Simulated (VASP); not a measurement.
# LiF (Pm-3m) in VASP: notebook

Aim: see how the results for LiF move with the level of theory and the settings. Levels: PBEsol, PBE, LDA, r2SCAN, HSE06. Tasks: single point.

Program: VASP 6.6.1. These are calculated values, not measurements. Logs are shortened: lines on timing, memory, paths and dates and some standing lists are left out, and cuts for length are marked.

## (1) The cell of the first run

Symmetry: Pm-3m, No. 221, cubic system. Conventional cell: a = 2.516 Å, b = 2.516 Å, c = 2.516 Å, α = 90.00°, β = 90.00°, γ = 90.00°. Li (site symmetry m-3m) has 8 F at 2.18 Å and 6 Li at 2.52 Å within 2.9 Å. F (site symmetry m-3m) has 8 Li at 2.18 Å and 6 F at 2.52 Å within 2.9 Å.

## (2) Single point, PBEsol

INCAR reads:

```
SYSTEM = LiF
ALGO = Normal
EDIFF = 1E-6
ENCUT = 520
GGA = PS
ISIF = 2
ISMEAR = 0
LASPH = .TRUE.
LCHARG = .FALSE.
LREAL = .FALSE.
LWAVE = .FALSE.
NBANDS = 12
NELM = 60
PREC = Accurate
SIGMA = 0.01
```

KPOINTS reads:

```
k-points
0
G
  6 6 6
  0 0 0
```

POSCAR reads:

```
LiF
1.0
    2.5162584438      0.0000000000      0.0000000000
    0.0000000000      2.5162584438      0.0000000000
    0.0000000000      0.0000000000      2.5162584438
Li F
1 1
Direct
    0.0000000000      0.0000000000      0.0000000000
    0.5000000000      0.5000000000      0.5000000000
```

Potentials or basis: VASP PAW PBE potentials, release 64 (Li_sv, F).

The run is started by

```console
$ cat potpaw_PBE.64/Li_sv/POTCAR potpaw_PBE.64/F/POTCAR > POTCAR
$ mpirun -np 1 vasp_std > vasp.out
```

OUTCAR:

```text
SYSTEM = LiF
   EDIFF = 1E-6
   ENCUT = 520
   GGA = PS
   ISIF = 2
   ISMEAR = 0
   LASPH = .TRUE.
   LREAL = .FALSE.
   NELM = 60
   PREC = Accurate

 ion  position               nearest neighbor table
   1  0.000  0.000  0.000-   2 2.18   2 2.18   2 2.18   2 2.18   2 2.18   2 2.18   2 2.18   2 2.18

   2  0.500  0.500  0.500-   1 2.18   1 2.18   1 2.18   1 2.18   1 2.18   1 2.18   1 2.18   1 2.18

  LATTYP: Found a simple cubic cell.
 ALAT       =     2.5162584438

  Lattice vectors:

 A1 = (   2.5162584438,   0.0000000000,   0.0000000000)
 A2 = (   0.0000000000,   2.5162584438,   0.0000000000)
 A3 = (   0.0000000000,   0.0000000000,   2.5162584438)

Analysis of symmetry for initial positions (statically):
=====================================================================
 Subroutine PRICEL returns:
 Original cell was already a primitive cell.

 Routine SETGRP: Setting up the symmetry group for a
 simple cubic supercell.

 Subroutine GETGRP returns: Found 48 space group operations
 (whereof 48 operations were pure point group operations)
 out of a pool of 48 trial point group operations.

The static configuration has the point symmetry O_h .

Analysis of symmetry for dynamics (positions and initial velocities):
=====================================================================
 Subroutine PRICEL returns:
 Original cell was already a primitive cell.

 Routine SETGRP: Setting up the symmetry group for a
 simple cubic supercell.

 Subroutine GETGRP returns: Found 48 space group operations
 (whereof 48 operations were pure point group operations)
 out of a pool of 48 trial point group operations.

The dynamic configuration has the point symmetry O_h .

 Subroutine INISYM returns: Found 48 space group operations
 (whereof 48 operations are pure point group operations),
 and found     1 'primitive' translations

----------------------------------------------------------------------------------------

                                     Primitive cell

  volume of cell :      15.9318

  direct lattice vectors                    reciprocal lattice vectors
     2.516258444  0.000000000  0.000000000     0.397415457  0.000000000  0.000000000
     0.000000000  2.516258444  0.000000000     0.000000000  0.397415457  0.000000000
     0.000000000  0.000000000  2.516258444     0.000000000  0.000000000  0.397415457

  length of vectors
     2.516258444  2.516258444  2.516258444     0.397415457  0.397415457  0.397415457

  position of ions in fractional coordinates (direct lattice)
     0.000000000  0.000000000  0.000000000
     0.500000000  0.500000000  0.500000000

  ion indices of the primitive-cell ions
   primitive index   ion index
                 1           1
                 2           2

----------------------------------------------------------------------------------------

 KPOINTS: k-points

Automatic generation of k-mesh.
 Grid dimensions read from file:
 generate k-points for:    6    6    6

 Generating k-lattice:

  Cartesian coordinates                     Fractional coordinates (reciprocal lattice)
     0.066235910  0.000000000  0.000000000     0.166666667  0.000000000  0.000000000
     0.000000000  0.066235910  0.000000000     0.000000000  0.166666667  0.000000000
     0.000000000  0.000000000  0.066235910     0.000000000  0.000000000  0.166666667

  Length of vectors
     0.066235910  0.066235910  0.066235910

  Shift w.r.t. Gamma in fractional coordinates (k-lattice)
     0.000000000  0.000000000  0.000000000

 Subroutine IBZKPT returns following result:
 ===========================================

 Found     20 irreducible k-points:

 Following reciprocal coordinates:
            Coordinates               Weight
  0.000000  0.000000  0.000000      1.000000
  0.166667  0.000000  0.000000      6.000000
  0.333333  0.000000  0.000000      6.000000
  0.500000  0.000000  0.000000      3.000000
  0.166667  0.166667  0.000000     12.000000
  0.333333  0.166667  0.000000     24.000000
[... 12 lines left out ...]
  0.500000  0.500000  0.333333      6.000000
[... 41 lines left out ...]
  ext. energy  EPLUGINS =         0.00000000
  ---------------------------------------------------
  free energy    TOTEN  =        -9.28470833 eV

  energy without entropy =       -9.28470833  energy(sigma->0) =       -9.28470833

 E-fermi :   0.4943     XC(G=0): -10.3892

 val. band max:        0.3542754199   @ k =   0.5000   0.5000   0.0000
 cond. band min:       8.1657517723   @ k =   0.0000   0.0000   0.0000
 fundamental gap:      7.8114763524
 Fermi energy:         0.4942559374

 k-point     1 :       0.0000    0.0000    0.0000
  band No.  band energies     occupation
      1     -41.7107      2.00000
      2     -20.5599      2.00000
      3      -0.3753      2.00000
      4      -0.3753      2.00000
      5      -0.3753      2.00000
      6       8.1658      0.00000
      7      19.2363      0.00000
      8      19.2363      0.00000
      9      21.7737      0.00000
     10      21.7737      0.00000
     11      21.7737      0.00000
     12      39.5699      0.00000

 k-point     2 :       0.1667    0.0000    0.0000
  band No.  band energies     occupation
      1     -41.6955      2.00000
      2     -20.4393      2.00000
      3      -1.3262      2.00000
      4      -0.2719      2.00000
      5      -0.2719      2.00000
      6       8.7347      0.00000
      7      16.8687      0.00000
      8      19.8921      0.00000
      9      21.6266      0.00000
     10      21.6266      0.00000
     11      25.8441      0.00000
     12      35.7016      0.00000

 k-point     3 :       0.3333    0.0000    0.0000
  band No.  band energies     occupation
      1     -41.6648      2.00000
      2     -20.1835      2.00000
      3      -2.9095      2.00000
      4      -0.0580      2.00000
      5      -0.0580      2.00000
      6       9.4214      0.00000
      7      15.2102      0.00000
      8      21.2571      0.00000
      9      21.2571      0.00000
     10      21.8539      0.00000
     11      29.8072      0.00000
     12      32.3707      0.00000
[... 226 lines left out ...]
 k-point    19 :       0.5000    0.5000    0.3333
  band No.  band energies     occupation
      1     -41.5662      2.00000
      2     -19.0792      2.00000
      3      -2.3934      2.00000
      4      -2.3934      2.00000
      5      -1.5287      2.00000
      6      11.9480      0.00000
      7      12.1720      0.00000
      8      12.1720      0.00000
      9      23.7586      0.00000
     10      25.5673      0.00000
     11      25.5673      0.00000
     12      26.3653      0.00000

 k-point    20 :       0.5000    0.5000    0.5000
  band No.  band energies     occupation
      1     -41.5551      2.00000
      2     -18.9497      2.00000
      3      -2.0915      2.00000
      4      -2.0915      2.00000
      5      -2.0915      2.00000
      6      11.4275      0.00000
      7      11.4275      0.00000
      8      11.4275      0.00000
      9      25.0504      0.00000
     10      25.0504      0.00000
     11      25.0504      0.00000
     12      26.7423      0.00000

------------------------ aborting loop because EDIFF is reached ----------------------------------------

  FORCE on cell =-STRESS in cart. coord.  units (eV):
  Direction    XX          YY          ZZ          XY          YZ          ZX
  --------------------------------------------------------------------------------------
  -------------------------------------------------------------------------------------
  Total        0.0215776      0.0215776      0.0215776      0.0000000      0.0000000     -0.0000000
  in kB        2.1699409      2.1699409      2.1699409      0.0000000      0.0000000     -0.0000000
  external PRESSURE =       2.1699409 kB  Pullay stress =       0.0000000 kB

 VOLUME and BASIS-vectors are now :
 -----------------------------------------------------------------------------
  energy-cutoff  :      520.00
  volume of cell :       15.93
      direct lattice vectors                 reciprocal lattice vectors
     2.516258444  0.000000000  0.000000000     0.397415457  0.000000000  0.000000000
     0.000000000  2.516258444  0.000000000     0.000000000  0.397415457  0.000000000
     0.000000000  0.000000000  2.516258444     0.000000000  0.000000000  0.397415457

 POSITION                                       TOTAL-FORCE (eV/Angst)
 -----------------------------------------------------------------------------------
      0.00000      0.00000      0.00000         0.000000      0.000000      0.000000
      1.25813      1.25813      1.25813         0.000000      0.000000      0.000000
 -----------------------------------------------------------------------------------
    total drift:                                0.000000      0.000000      0.000000

  FREE ENERGIE OF THE ION-ELECTRON SYSTEM (eV)
  ---------------------------------------------------
  free  energy   TOTEN  =        -9.2847083259 eV

  energy  without entropy=       -9.2847083259  energy(sigma->0) =       -9.28470833
```

It took 3.8 s on 1 thread of AMD EPYC 7R43 (Zen 3), shared host; peak memory 0.08 GiB.

What came out:

```yaml
Free_energy: -9.2847 eV
Band_gap_on_the_k_mesh: 7.81 eV, indirect (least direct gap 8.54 eV)
```

Levels at points of the mesh, in eV from the valence-band top:
| k point | band 1 | band 2 | band 3 | band 4 | band 5 | band 6 | band 7 | band 8 | band 9 | band 10 |
| --- | --- | --- | --- | --- | --- | --- | --- | --- | --- | --- |
| (0.00, 0.00, 0.00) | -42.07 | -20.91 | -0.73 | -0.73 | -0.73 | 7.81 | 18.88 | 18.88 | 21.42 | 21.42 |
| (0.50, 0.00, 0.00) | -42.00 | -20.40 | -3.96 | -0.30 | -0.30 | 9.23 | 14.45 | 20.68 | 20.68 | 24.34 |
| (0.50, 0.50, 0.00) | -41.95 | -19.80 | -3.53 | -3.53 | 0.00 | 13.52 | 13.91 | 13.91 | 19.75 | 24.48 |
| (0.50, 0.50, 0.50) | -41.91 | -19.30 | -2.45 | -2.45 | -2.45 | 11.07 | 11.07 | 11.07 | 24.70 | 24.70 |

Caveat: the cutoff is under 1.25 times the usual one of these potentials, so pressure, stress and relaxed cells hold a basis-set (Pulay) error; the PAW data sets were made with another functional, which shifts forces and pressure a little. Expect the measured gap to be larger: semilocal functionals such as PBEsol lack the derivative discontinuity.

## (3) Single point, PBE

INCAR reads:

```
SYSTEM = LiF
PREC     = Accurate       ! precision mode
ENCUT    = 520            ! plane-wave cutoff, eV
EDIFF    = 1E-6           ! SCF threshold, eV
ISMEAR   = 0              ! smearing method
SIGMA    = 0.01           ! smearing width, eV
LREAL    = .False.        ! projectors in reciprocal space
LASPH    = .True.         ! aspherical terms in the spheres
NELM     = 100            ! most SCF steps
ALGO     = Normal         ! electronic algorithm
ISIF     = 2              ! what is computed and relaxed
LWAVE    = .False.        ! write WAVECAR
LCHARG   = .True.         ! write CHGCAR
GGA      = PE             ! functional
LELF     = .True.         ! ELF
LVHAR    = .True.       
NBANDS   = 12             ! bands
```

KPOINTS reads:

```
Automatic mesh
0
Gamma
  8 8 8
  0 0 0
```

POSCAR is that of step 2.

Potentials or basis: VASP PAW PBE potentials, release 64 (Li_sv, F).

The run is started by

```console
$ cat potpaw_PBE.64/Li_sv/POTCAR potpaw_PBE.64/F/POTCAR > POTCAR
$ mpirun -np 1 vasp_std > vasp.out
```

Wall time 6.1 s (1 thread of AMD EPYC 7R43 (Zen 3), shared host); peak memory 0.08 GiB.

Results (log left out):

```
Free energy            : -9.0388 eV
Band gap on the k mesh : 7.95 eV, indirect (least direct gap 8.67 eV)
```

Levels at points of the mesh, in eV from the valence-band top:
```tsv
k point	band 2	band 3	band 4	band 5	band 6	band 7	band 8	band 9
(0.00, 0.00, 0.00)	-21.01	-0.72	-0.72	-0.72	7.95	19.15	19.15	21.50
(0.50, 0.00, 0.00)	-20.51	-3.90	-0.30	-0.30	9.38	14.58	20.76	20.76
(0.50, 0.50, 0.00)	-19.92	-3.48	-3.48	0.00	13.69	14.05	14.05	19.94
(0.50, 0.50, 0.50)	-19.43	-2.41	-2.41	-2.41	11.25	11.25	11.25	24.89
```

Caveat: the cutoff is under 1.25 times the usual one of these potentials, so pressure, stress and relaxed cells hold a basis-set (Pulay) error. A k mesh can miss the band edges.

## (4) Single point, LDA

INCAR reads:

```
SYSTEM = LiF
ALGO = Normal ; EDIFF = 1E-7
ENCUT = 520 ; GGA = CA
ISIF = 2 ; ISMEAR = 0
LASPH = .TRUE. ; LCHARG = .FALSE.
LREAL = .FALSE. ; LWAVE = .FALSE.
NBANDS = 12 ; NELM = 80
PREC = Accurate ; SIGMA = 0.01
```

KPOINTS reads:

```
k-points
0
G
  8 8 8
  0 0 0
```

POSCAR is that of step 3.

Potentials or basis: VASP PAW LDA potentials, release 64 (Li_sv, F).

The run is started by

```console
$ cat potpaw_LDA.64/Li_sv/POTCAR potpaw_LDA.64/F/POTCAR > POTCAR
$ mpirun -np 1 vasp_std > vasp.out
```

Run time: 5.7 s. Hardware: 1 thread of AMD EPYC 7R43 (Zen 3), shared host; peak memory 0.08 GiB.

It converged, with:

* Free energy: -9.9018 eV
* Band gap on the k mesh: 7.74 eV, indirect (least direct gap 8.48 eV)

Levels at points of the mesh, in eV from the valence-band top:
```
           k point  band 1  band 2  band 3  band 4  band 5  band 6  band 7  band 8  band 9  band 10
(0.00, 0.00, 0.00)  -41.60  -20.63   -0.74   -0.74   -0.74    7.74   18.72   18.72   21.09    21.09
(0.50, 0.00, 0.00)  -41.54  -20.11   -3.99   -0.30   -0.30    9.04   14.28   20.36   20.36    24.19
(0.50, 0.50, 0.00)  -41.48  -19.49   -3.57   -3.57    0.00   13.34   13.67   13.67   19.61    24.13
(0.50, 0.50, 0.50)  -41.44  -18.98   -2.46   -2.46   -2.46   10.81   10.81   10.81   24.46    24.46
```

Caveat: the cutoff is under 1.25 times the usual one of these potentials, so pressure, stress and relaxed cells hold a basis-set (Pulay) error.

## (5) Single point, r2SCAN

POSCAR is that of step 4.

INCAR.step1 reads:

```
SYSTEM = LiF
PREC = Accurate ; ENCUT = 520
ISMEAR = 0 ; SIGMA = 0.01
LREAL = .False. ; LASPH = .True.
NELM = 100 ; NBANDS = 12
GGA = PE ; ALGO = Normal
EDIFF = 1E-4 ; LWAVE = .True.
LCHARG = .False.
```

INCAR.step2 reads:

```
SYSTEM = LiF
PREC = Accurate ; ENCUT = 520
EDIFF = 1E-6 ; ISMEAR = 0
SIGMA = 0.01 ; LREAL = .False.
LASPH = .True. ; NELM = 100
ALGO = Normal ; ISIF = 2
LWAVE = .False. ; LCHARG = .True.
METAGGA = R2SCAN ; LMIXTAU = .True.
LELF = .True. ; LVHAR = .True.
NBANDS = 12 ; ISTART = 1
```

KPOINTS reads:

```
regular mesh
0
Gamma
  8 8 8
  0 0 0
```

Potentials or basis: VASP PAW PBE potentials, release 64 (Li_sv, F).

The run is started by

```console
$ cat potpaw_PBE.64/Li_sv/POTCAR potpaw_PBE.64/F/POTCAR > POTCAR
$ cp INCAR.step1 INCAR
$ mpirun -np 1 vasp_std > vasp.out
$ cp INCAR.step2 INCAR
$ mpirun -np 1 vasp_std > vasp.out
```

Wall time 31 s (1 thread of AMD EPYC 7R43 (Zen 3), shared host); peak memory 0.09 GiB.

It converged, with:

```
Free energy            : -11.2734 eV
Band gap on the k mesh : 9.12 eV, indirect (least direct gap 9.86 eV)
```

Levels at points of the mesh, in eV from the valence-band top:
```tsv
k point	band 3	band 4	band 5	band 6	band 7	band 8
(0.00, 0.00, 0.00)	-0.74	-0.74	-0.74	9.12	20.21	20.21
(0.50, 0.00, 0.00)	-3.91	-0.31	-0.31	10.43	15.97	22.44
(0.50, 0.50, 0.00)	-3.51	-3.51	0.00	14.95	15.30	15.30
(0.50, 0.50, 0.50)	-2.47	-2.47	-2.47	12.33	12.33	12.33
```

Caveat: the cutoff is under 1.25 times the usual one of these potentials, so pressure, stress and relaxed cells hold a basis-set (Pulay) error; the PAW data sets were made with another functional, which shifts forces and pressure a little. r2SCAN opens gaps a little over a GGA but as a rule still falls short of measured ones.

## (6) Single point, HSE06

POSCAR is that of step 5.

INCAR.step1 reads:

```
SYSTEM = LiF
PREC     = Accurate       ! precision mode
ENCUT    = 520            ! plane-wave cutoff, eV
EDIFF    = 1E-5           ! SCF threshold, eV
ISMEAR   = 0              ! smearing method
SIGMA    = 0.01           ! smearing width, eV
LREAL    = .FALSE.        ! projectors in reciprocal space
LASPH    = .TRUE.         ! aspherical terms in the spheres
NELM     = 60             ! most SCF steps
ALGO     = Normal         ! electronic algorithm
ISIF     = 2              ! what is computed and relaxed
LWAVE    = .TRUE.         ! write WAVECAR
LCHARG   = .FALSE.        ! write CHGCAR
NBANDS   = 12             ! bands
GGA      = PE             ! functional
```

INCAR.step2 reads:

```
SYSTEM = LiF
PREC     = Accurate       ! precision mode
ENCUT    = 520            ! plane-wave cutoff, eV
EDIFF    = 1E-6           ! SCF threshold, eV
ISMEAR   = 0              ! smearing method
SIGMA    = 0.01           ! smearing width, eV
LREAL    = .FALSE.        ! projectors in reciprocal space
LASPH    = .TRUE.         ! aspherical terms in the spheres
NELM     = 60             ! most SCF steps
ALGO     = Normal         ! electronic algorithm
ISIF     = 2              ! what is computed and relaxed
LWAVE    = .FALSE.        ! write WAVECAR
LCHARG   = .FALSE.        ! write CHGCAR
GGA      = PE             ! functional
LHFCALC  = .TRUE.         ! exact exchange
HFSCREEN = 0.2079         ! screening, 1/A
PRECFOCK = Normal       
NBANDS   = 12             ! bands
ISTART   = 1
```

KPOINTS reads:

```
regular mesh
0
G
  6 6 6
  0 0 0
```

Potentials or basis: VASP PAW PBE potentials, release 64 (Li_sv, F).

The run is started by

```console
$ cat potpaw_PBE.64/Li_sv/POTCAR potpaw_PBE.64/F/POTCAR > POTCAR
$ cp INCAR.step1 INCAR
$ mpirun -np 1 vasp_std > vasp.out
$ cp INCAR.step2 INCAR
$ mpirun -np 1 vasp_std > vasp.out
```

It took 6.3 min on 1 thread of AMD EPYC 7R43 (Zen 3), shared host; peak memory 0.19 GiB.

Results (log left out):

```yaml
Free_energy: -10.7604 eV
Band_gap_on_the_k_mesh: 10.17 eV, indirect (least direct gap 10.93 eV)
```

Levels at points of the mesh, in eV from the valence-band top:
```
           k point  band 2  band 3  band 4  band 5  band 6  band 7  band 8  band 9
(0.00, 0.00, 0.00)  -22.68   -0.76   -0.76   -0.76   10.17   21.47   21.47   24.12
(0.50, 0.00, 0.00)  -22.15   -4.12   -0.32   -0.32   11.66   17.15   23.23   23.23
(0.50, 0.50, 0.00)  -21.54   -3.65   -3.65    0.00   15.97   16.55   16.55   22.47
(0.50, 0.50, 0.50)  -21.04   -2.57   -2.57   -2.57   13.49   13.49   13.49   27.80
```

Caveat: the cutoff is under 1.25 times the usual one of these potentials, so pressure, stress and relaxed cells hold a basis-set (Pulay) error; the PAW data sets were made with another functional, which shifts forces and pressure a little. A k mesh can miss the band edges.

## (7) Summary

```csv
level,potentials or basis,k mesh,grid for exact exchange (PRECFOCK),screening parameter,gap on the mesh (eV)
PBEsol,"VASP PAW PBE potentials, release 64 (Li_sv, F)",6 × 6 × 6,-,-,7.81
PBE,"VASP PAW PBE potentials, release 64 (Li_sv, F)",8 × 8 × 8,-,-,7.95
LDA,"VASP PAW LDA potentials, release 64 (Li_sv, F)",8 × 8 × 8,-,-,7.74
r2SCAN,"VASP PAW PBE potentials, release 64 (Li_sv, F)",8 × 8 × 8,-,-,9.12
HSE06,"VASP PAW PBE potentials, release 64 (Li_sv, F)",6 × 6 × 6,Normal,0.2079 1/Å,10.17
```

Alike in all rows: task single point; no spin polarisation; cell as given; cutoff (eV) 520; smearing gaussian 0.01 eV.

Caveats: the cutoff is under 1.25 times the usual one of these potentials, so pressure, stress and relaxed cells hold a basis-set (Pulay) error; the PAW data sets were made with another functional, which shifts forces and pressure a little (some runs).

Total energies depend on the potentials used, so only differences within one code and one set of settings carry meaning.
